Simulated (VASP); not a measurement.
Here is a VASP 6.6.1 calculation.

Contents of POSCAR:

```
MgTe
1.0
    4.3945302200      0.0000000000      0.0000000000
   -2.1972651100      3.8057748082      0.0000000000
    0.0000000000      0.0000000000      7.6951784641
Mg Te
2 2
Direct
    0.3333333333      0.6666666667      0.0064375456
    0.6666666667      0.3333333333      0.5064375456
    0.3333333333      0.6666666667      0.3685624544
    0.6666666667      0.3333333333      0.8685624544
```

File INCAR.step1:

```
SYSTEM = MgTe
ALGO = Normal
EDIFF = 1E-5
ENCUT = 520
GGA = PE
GGA_COMPAT = .FALSE.
ISIF = 2
ISMEAR = 0
LASPH = .TRUE.
LCHARG = .FALSE.
LREAL = .FALSE.
LWAVE = .TRUE.
NBANDS = 16
NELM = 120
PREC = Accurate
SIGMA = 0.01
```

Contents of INCAR.step2:

```
SYSTEM = MgTe
ALGO = Normal
EDIFF = 1E-6
ENCUT = 520
GGA = PE
GGA_COMPAT = .FALSE.
HFSCREEN = 0.2079
ISIF = 2
ISMEAR = 0
ISTART = 1
LASPH = .TRUE.
LCHARG = .FALSE.
LHFCALC = .TRUE.
LREAL = .FALSE.
LWAVE = .FALSE.
NBANDS = 16
NELM = 120
PREC = Accurate
PRECFOCK = Normal
SIGMA = 0.01
```

KPOINTS

```
k-points
0
G
  6 6 2
  0 0 0
```

Potentials or basis: VASP PAW PBE potentials, release 64 (Mg, Te).

The run is started by

```console
$ cat potpaw_PBE.64/Mg/POTCAR potpaw_PBE.64/Te/POTCAR > POTCAR
$ cp INCAR.step1 INCAR
$ mpirun -np 1 vasp_std > vasp.out
$ cp INCAR.step2 INCAR
$ mpirun -np 1 vasp_std > vasp.out
```

Task: What does it give for the band gap on the k mesh?

Result: 3.11 eV.

Task: Predict the largest force.

Result: 0.010 eV/Å.

Task: Estimate the pressure.

Result: 1.7 GPa.

Stress tensor (GPa, compression positive):
```
 2.61  0.00  0.00
 0.00  2.61  0.00
 0.00  0.00 -0.24
```

Caveat: the cell differs from its parent crystal (epitaxial xy strain -4.0%); the PAW data sets were made with another functional, which shifts forces and pressure a little; spin-orbit coupling is left out, which moves the levels of the heavy elements.
